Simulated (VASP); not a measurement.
# Si4N (P1) in VASP: further runs, part 2 of 2

VASP 6.6.1.

**3. Single point, PBE**

This run uses another cell than the first one, of 14.17 Å³/atom, 1.068 times its volume.

INCAR

```
PREC = Accurate ; ENCUT = 520
EDIFF = 1E-6 ; ISMEAR = 0
SIGMA = 0.1 ; LREAL = F
LASPH = T ; NELM = 100
ALGO = Normal ; ISIF = 2
LWAVE = F ; LCHARG = T
GGA = PE ; LELF = T
LVHAR = T ; NBANDS = 32
```

KPOINTS

```
Automatic mesh
0
Gamma
  6 4 2
```

POSCAR

```
Si4N
1.0
    2.7048574203     -0.0106112888      0.1120184648
   -0.9454895345      5.6784182595     -0.0703260704
   -0.7922642138     -1.3801947309      9.2064695344
Si N
8 2
Direct
    0.3119913811      0.1402264682      0.2119007567
    1.0643231634      0.6366119927      0.0757339603
    0.3280792362      0.4401162041      0.4423937921
    0.1518598699      0.7836168954      0.3269214637
    0.1041395486      0.0676147389      0.5617479121
    0.6999058994      0.6878696239      0.6773527022
    0.4875628541      0.3344592344      0.8054626046
    0.6728498944      0.9770520116      0.8907887576
    0.1803474019      0.9423371002      0.0158581175
    0.4989407508      0.4900957307      0.9918399333
```

Potentials or basis: VASP PAW PBE potentials, release 64 (Si, N).

On the command line:

```console
$ cat potpaw_PBE.64/Si/POTCAR potpaw_PBE.64/N/POTCAR > POTCAR
$ mpirun -np 1 vasp_std > vasp.out
```

OUTCAR:

```text
PREC = Accurate
   ENCUT = 520
   EDIFF = 1E-6
   ISMEAR = 0
   LREAL = F
   LASPH = T
   NELM = 100
   ISIF = 2
   GGA = PE

 ion  position               nearest neighbor table
   1  0.312  0.140  0.212-   9 2.00   4 2.44   3 2.55   2 2.95
   2  0.064  0.637  0.076-  10 1.71  10 1.71   9 1.90   4 2.36   1 2.95   7 3.05   8 3.08   8 3.11

   3  0.328  0.440  0.442-   4 2.49   6 2.51   1 2.55   5 2.55   4 3.06
   4  0.152  0.784  0.327-   2 2.36   1 2.44   3 2.49   5 2.56   3 3.06
   5  0.104  0.068  0.562-   3 2.55   4 2.56   7 2.62   6 2.67
   6  0.700  0.688  0.677-   8 2.42   7 2.50   3 2.51   5 2.67
   7  0.488  0.334  0.805-  10 1.84   8 2.43   6 2.50   5 2.62   8 2.97   2 3.05
   8  0.673  0.977  0.891-   9 1.82   9 1.82   6 2.42   7 2.43   7 2.97   2 3.08   2 3.11
   9  0.180  0.942  0.016-   8 1.82   8 1.82   2 1.90   1 2.00
  10  0.499  0.490  0.992-   2 1.71   2 1.71   7 1.84

  LATTYP: Found a triclinic cell.
 ALAT       =     2.7071967790
 B/A-ratio  =     3.9130365156
 C/A-ratio  =     2.1922089075
 COS(alpha) =     0.0091303084
 COS(beta)  =     0.2927435046
 COS(gamma) =     0.4728593647

  Lattice vectors:

 A1 = (  -2.7048574203,   0.0106112888,  -0.1120184648)
 A2 = (  -4.6174506268,   1.4014173085,  -9.4305064640)
 A3 = (  -1.7593678858,  -5.6678069707,  -0.0416923944)

Analysis of symmetry for initial positions (statically):
=====================================================================
 Subroutine PRICEL returns:
 Original cell was already a primitive cell.

 Routine SETGRP: Setting up the symmetry group for a
 triclinic supercell.

 Subroutine GETGRP returns: Found  1 space group operations
 (whereof  1 operations were pure point group operations)
 out of a pool of  2 trial point group operations.

The static configuration has the point symmetry C_1 .

Analysis of symmetry for dynamics (positions and initial velocities):
=====================================================================
 Subroutine PRICEL returns:
 Original cell was already a primitive cell.

 Routine SETGRP: Setting up the symmetry group for a
 triclinic supercell.

 Subroutine GETGRP returns: Found  1 space group operations
 (whereof  1 operations were pure point group operations)
 out of a pool of  2 trial point group operations.

The dynamic configuration has the point symmetry C_1 .

 Subroutine INISYM returns: Found  1 space group operations
 (whereof  1 operations are pure point group operations),
 and found     1 'primitive' translations

----------------------------------------------------------------------------------------

                                     Primitive cell

  volume of cell :     141.6997

  direct lattice vectors                    reciprocal lattice vectors
     2.704857420 -0.010611289  0.112018465     0.368251553  0.061823276  0.040958229
    -0.945489534  5.678418259 -0.070326070    -0.000401658  0.176365526  0.026405404
    -0.792264214 -1.380194731  9.206469534    -0.004483719  0.000594989  0.108322621

  length of vectors
     2.707196779  5.757024418  9.343002802     0.375644647  0.178331729  0.108417010

[... 51 lines left out ...]
 Following reciprocal coordinates:
            Coordinates               Weight
  0.000000  0.000000  0.000000      1.000000
  0.166667 -0.000000  0.000000      2.000000
  0.333333  0.000000  0.000000      2.000000
  0.500000 -0.000000  0.000000      1.000000
 -0.000000  0.250000  0.000000      2.000000
  0.166667  0.250000  0.000000      2.000000
[... 16 lines left out ...]
 -0.333333  0.250000  0.500000      2.000000
 -0.166667  0.250000  0.500000      2.000000
 [... further k-points ...]
   k-points           NKPTS =     28   k-points in BZ     NKDIM =     28   number of bands    NBANDS=     32
   number of dos      NEDOS =    301   number of ions     NIONS =     10
   total plane-waves  NPLWV =  67200
   dimension x,y,z NGX =    20 NGY =   48 NGZ =   70
   dimension x,y,z NGXF=    40 NGYF=   96 NGZF=  140
   ions per type =               8   2
   NGX,Y,Z   is equivalent  to a cutoff of  12.28, 13.86, 12.46 a.u.
   NGXF,Y,Z  is equivalent  to a cutoff of  24.56, 27.72, 24.91 a.u.
 SYSTEM =  unknown system
   PREC   = accura    normal or accurate (medium, high low for compatibility)
   ISTART =      0    job   : 0-new  1-cont  2-samecut
   ICHARG =      2    charge: 1-file 2-atom 10-const
   ISPIN  =      1    spin polarized calculation?
   LNONCOLLINEAR =      F non collinear calculations
   LSORBIT =      F    spin-orbit coupling
   LASPH  =      T    aspherical Exc in radial PAW
   ENCUT  =  520.0 eV  38.22 Ry    6.18 a.u.   5.03 10.70 17.37*2*pi/ulx,y,z
   NELM   =    100;   NELMIN=  2; NELMDL= -5     # of ELM steps
   EDIFF  = 0.1E-05   stopping-criterion for ELM
   LREAL  =      F    real-space projection
   EDIFFG = 0.1E-04   stopping-criterion for IOM
   NSW    =      0    number of steps for IOM
   IBRION =     -1    ionic relax: 0-MD 1-quasi-New 2-CG
   NFREE  =      0    steps in history (QN), initial steepest desc. (CG)
   ISIF   =      2    stress and relaxation
   ISYM   =      2    0-nonsym 1-usesym 2-fastsym
   POTIM  = 0.5000    time-step for ionic-motion
   TEBEG  =    0.0;   TEEND  =   0.0 temperature during run
   PSTRESS=    0.0 pullay stress
   NELECT =      42.0000    total number of electrons
   NUPDOWN=      -1.0000    fix difference up-down
   EMIN   =  10.00;   EMAX   =-10.00  energy-range for DOS
   EFERMI =   0.00;   METHOD = LEGACY
   ISMEAR =     0;   SIGMA  =   0.10  broadening in eV -4-tet -1-fermi 0-gaus
   EFERMI_NEDOS =   21; number of points for ismear=-14 and -15
   IALGO  =     38    algorithm
   IMIX   =      4    mixing-type and parameters
     AMIX     =   0.40;   BMIX     =  1.00
     AMIX_MAG =   1.60;   BMIX_MAG =  1.00
  volume/ion in A,a.u.               =      14.17        95.62
  Fermi-wavevector in a.u.,A,eV,Ry     =   1.091528  2.062689 16.210443  1.191434
  Thomas-Fermi vector in A             =   2.227775
   LORBIT       =      0    0 simple, 1 ext, 2 COOP (PROOUT), +10 PAW based schemes
   GGA     = PE    functional components
   LHFCALC =     F    Hartree Fock is set to
   AEXX    =    0.0000 exact exchange contribution
   IVDW    =     0    specifies the selected vdW correction
   LEPSILON=     F    determine dielectric tensor
   LRPA    =     F    only Hartree local field effects (RPA)
 non-spin polarized calculation
 Gauss-broadening in eV      SIGMA  =   0.10
  energy-cutoff  :      520.00
  volume of cell :      141.70
 maximum number of plane-waves:      3851
   NGX = 11   NGY = 21   NGZ = 35

 number of electron      41.9999997 magnetization

 Free energy of the ion-electron system (eV)
  ---------------------------------------------------
  ext. energy  EPLUGINS =         0.00000000
  ---------------------------------------------------
  free energy    TOTEN  =       -59.20344199 eV

  energy without entropy =      -59.19077859  energy(sigma->0) =      -59.19711029

 E-fermi :   8.5711     XC(G=0): -10.7387

 val. band max:        8.5672532836   @ k =   0.5000   0.2500   0.5000
 cond. band min:       8.6083034679   @ k =  -0.1667   0.2500  -0.0000
 fundamental gap:      0.0410501843
 Fermi energy:         8.5711032440

 k-point     1 :       0.0000    0.0000    0.0000
  band No.  band energies     occupation
      1     -10.3645      2.00000
      2      -8.7496      2.00000
      3      -4.0945      2.00000
      4      -3.8606      2.00000
      5      -1.5449      2.00000
      6      -0.4263      2.00000
[... 829 lines left out ...]
     31      13.8127      0.00000
     32      14.5351      0.00000

 [... further k-points ...]
[... 5 lines left out ...]
  --------------------------------------------------------------------------------------
  -------------------------------------------------------------------------------------
  Total        0.0694291      0.1950049      0.0374795     -0.1017454      0.0226925      0.1474936
  in kB        0.7850252      2.2048916      0.4237757     -1.1504207      0.2565804      1.6676890
  external PRESSURE =       1.1378975 kB  Pullay stress =       0.0000000 kB

 VOLUME and BASIS-vectors are now :
 -----------------------------------------------------------------------------
  energy-cutoff  :      520.00
  volume of cell :      141.70
      direct lattice vectors                 reciprocal lattice vectors
     2.704857420 -0.010611289  0.112018465     0.368251553  0.061823276  0.040958229
    -0.945489534  5.678418259 -0.070326070    -0.000401658  0.176365526  0.026405404
    -0.792264214 -1.380194731  9.206469534    -0.004483719  0.000594989  0.108322621

 POSITION                                       TOTAL-FORCE (eV/Angst)
 -----------------------------------------------------------------------------------
      0.54343      0.50049      1.97595         0.015964     -0.029835     -0.011853
     -0.48793      3.50974      0.65968        -0.004822      0.024298      0.017514
      0.12079      1.88509      4.07868        -0.001281      0.013056      0.003141
     -0.58915      3.99688      2.97169        -0.000420     -0.002901      0.000260
     -0.22730     -0.39248      5.17863         0.003323      0.005469     -0.001971
      0.70613      2.96371      6.26605        -0.005895     -0.005329      0.008254
      0.36442      0.78233      7.44656         0.004949     -0.008137      0.003294
      0.19043      4.31151      8.20768        -0.004642     -0.006407      0.026763
     -0.41572      5.32718      0.09993        -0.011230      0.008187     -0.019928
      0.10038      1.40874      9.15277         0.004054      0.001599     -0.025474
 -----------------------------------------------------------------------------------
    total drift:                               -0.000176     -0.000038      0.000096

  FREE ENERGIE OF THE ION-ELECTRON SYSTEM (eV)
  ---------------------------------------------------
  free  energy   TOTEN  =       -59.2034419940 eV

  energy  without entropy=      -59.1907785950  energy(sigma->0) =      -59.19711029
```

Wall time 84 s (1 thread of Intel Xeon 6975P-C (Granite Rapids), shared host); peak memory 0.28 GiB.

Results:

```yaml
Free_energy: -59.2034 eV
Pressure: 0.1 GPa
Largest_force: 0.036 eV/Å
Band_gap_on_the_k_mesh: zero (band 21 reaches 10.36 eV, above the bottom of band 22 at 7.01 eV)
```

Forces in eV/Å, atoms in the order of the input:
```
Si   0.016 -0.030 -0.012
Si  -0.005  0.024  0.018
Si  -0.001  0.013  0.003
Si   0.000 -0.003  0.000
Si   0.003  0.005 -0.002
Si  -0.006 -0.005  0.008
Si   0.005 -0.008  0.003
Si  -0.005 -0.006  0.027
N   -0.011  0.008 -0.020
N    0.004  0.002 -0.025
```

Caveat: the k points lie up to 0.39 Å⁻¹ apart.

**4. Single point, PBE, collinear spin, ferromagnetic start**

This run uses another cell than the first one, of 14.17 Å³/atom, 1.068 times its volume.

INCAR

```
SYSTEM = Si4N
PREC = Accurate ; ENCUT = 520
EDIFF = 1E-7 ; ISMEAR = 0
SIGMA = 0.1 ; LREAL = .FALSE.
LASPH = .TRUE. ; NELM = 150
ALGO = Normal ; ISIF = 2
LWAVE = .FALSE. ; LCHARG = .TRUE.
ISPIN = 2 ; MAGMOM = 0 0 0 0 0 0 0 0 1 1
LORBIT = 11 ; GGA = PE
LELF = .TRUE. ; LVHAR = .TRUE.
NBANDS = 36
```

KPOINTS

```
regular mesh
0
G
  6 4 2
  0 0 0
```

POSCAR

```
Si4N
1.0
    2.7071967790      0.0000000000      0.0000000000
   -0.9698399311      5.6747458669      0.0000000000
   -0.4052241483     -1.4324346877      9.2236449207
Si N
8 2
Direct
    0.3119913811      0.1402264682      0.2119007567
    0.0643231634      0.6366119927      0.0757339603
    0.3280792362      0.4401162041      0.4423937921
    0.1518598699      0.7836168954      0.3269214637
    0.1041395486      0.0676147389      0.5617479121
    0.6999058994      0.6878696239      0.6773527022
    0.4875628541      0.3344592344      0.8054626046
    0.6728498944      0.9770520116      0.8907887576
    0.1803474019      0.9423371002      0.0158581175
    0.4989407508      0.4900957307      0.9918399333
```

On the command line:

```console
$ cat potpaw_PBE.64/Si/POTCAR potpaw_PBE.64/N/POTCAR > POTCAR
$ mpirun -np 1 vasp_std > vasp.out
```

Run time: 4 min. Hardware: 1 thread of Intel Xeon Platinum 8375C at 2.90GHz (Ice Lake), shared host; peak memory 0.4 GiB.

It converged, with:

```yaml
Free_energy: -59.2034 eV
Pressure: 0.1 GPa
Largest_force: 0.036 eV/Å
Band_gap_on_the_k_mesh: zero (filled and empty bands overlap)
Net_moment: 0.00 μB per cell
Valence_electrons_inside_the_program's_atomic_spheres: Si 1.55, 1.66, 1.58, 1.62, 1.56, 1.59; N 3.84, 3.90
```

Forces in eV/Å, atoms in the order of the input:
```
Si   0.016 -0.030 -0.013
Si  -0.004  0.024  0.017
Si  -0.001  0.013  0.003
Si   0.000 -0.003  0.000
Si   0.003  0.006 -0.002
Si  -0.006 -0.005  0.008
Si   0.005 -0.008  0.003
Si  -0.004 -0.007  0.027
N   -0.012  0.008 -0.020
N    0.003  0.002 -0.025
```

Stress tensor (GPa, compression positive):
```
 0.10 -0.12  0.16
-0.12  0.23  0.03
 0.16  0.03  0.04
```

Levels at points of the mesh, in eV from the Fermi level:
Spin up:
```csv
k point,band 17,band 18,band 19,band 20,band 21,band 22,band 23,band 24,band 25,band 26
"(0.00, 0.00, 0.00)",-3.07,-2.25,-1.50,-0.63,1.37,2.52,3.40,4.08,4.48,4.75
"(0.50, 0.00, 0.00)",-3.28,-2.93,-2.43,-2.05,-1.65,-1.11,-0.99,0.30,0.94,1.10
"(0.00, 0.50, 0.00)",-2.78,-2.51,-1.54,-0.47,0.48,1.37,1.83,2.52,3.61,4.18
"(0.50, 0.50, 0.00)",-3.19,-2.98,-2.60,-1.94,-1.17,-0.69,0.30,0.51,1.06,1.15
"(0.00, 0.00, 0.50)",-3.46,-2.68,-0.96,0.14,1.79,2.26,2.72,4.16,4.30,4.96
"(0.50, 0.00, 0.50)",-3.14,-2.86,-2.31,-1.76,-1.71,-1.56,-0.85,0.44,0.79,1.09
"(0.00, 0.50, 0.50)",-2.69,-2.18,-1.76,-0.38,-0.08,0.75,1.95,2.82,4.03,4.75
"(0.50, 0.50, 0.50)",-3.34,-2.50,-2.33,-1.83,-1.20,-1.00,-0.30,0.64,0.83,1.30
```
Spin down:
| k point | band 17 | band 18 | band 19 | band 20 | band 21 | band 22 | band 23 | band 24 | band 25 | band 26 |
| --- | --- | --- | --- | --- | --- | --- | --- | --- | --- | --- |
| (0.00, 0.00, 0.00) | -3.07 | -2.25 | -1.50 | -0.63 | 1.37 | 2.52 | 3.40 | 4.08 | 4.48 | 4.75 |
| (0.50, 0.00, 0.00) | -3.28 | -2.93 | -2.43 | -2.05 | -1.65 | -1.11 | -0.99 | 0.30 | 0.94 | 1.10 |
| (0.00, 0.50, 0.00) | -2.78 | -2.51 | -1.54 | -0.47 | 0.48 | 1.37 | 1.83 | 2.52 | 3.61 | 4.18 |
| (0.50, 0.50, 0.00) | -3.19 | -2.98 | -2.60 | -1.94 | -1.17 | -0.69 | 0.30 | 0.51 | 1.06 | 1.15 |
| (0.00, 0.00, 0.50) | -3.46 | -2.68 | -0.96 | 0.14 | 1.79 | 2.26 | 2.72 | 4.16 | 4.30 | 4.96 |
| (0.50, 0.00, 0.50) | -3.14 | -2.86 | -2.31 | -1.76 | -1.71 | -1.56 | -0.85 | 0.44 | 0.79 | 1.09 |
| (0.00, 0.50, 0.50) | -2.69 | -2.18 | -1.76 | -0.38 | -0.08 | 0.75 | 1.95 | 2.82 | 4.03 | 4.75 |
| (0.50, 0.50, 0.50) | -3.34 | -2.50 | -2.33 | -1.83 | -1.20 | -1.00 | -0.30 | 0.64 | 0.83 | 1.30 |

Caveat: the k points lie up to 0.39 Å⁻¹ apart.

**5. Overview**

| spin | cell | gap on the mesh (eV) | pressure (GPa) | largest force (eV/Å) |
| --- | --- | --- | --- | --- |
| off | a = 2.757, b = 5.388, c = 9.238 Å, angles 96.3, 97.4, 100.1°, 10 atoms | none | 0.8 | 0.60 |
| off | a = 2.707, b = 5.757, c = 9.343 Å, angles 98.3, 92.5, 99.7°, 10 atoms | none | 0.1 | 0.04 |
| collinear, ferromagnetic start | a = 2.707, b = 5.757, c = 9.343 Å, angles 98.3, 92.5, 99.7°, 10 atoms | none | 0.1 | 0.04 |

Alike in all rows: task single point; level PBE; potentials or basis VASP PAW PBE potentials, release 64 (Si, N); k mesh 6 × 4 × 2; cutoff (eV) 520; smearing gaussian 0.1 eV.

Caveats: all runs use coarse meshes.

Total energies depend on the potentials used, so only differences within one code and one set of settings carry meaning.
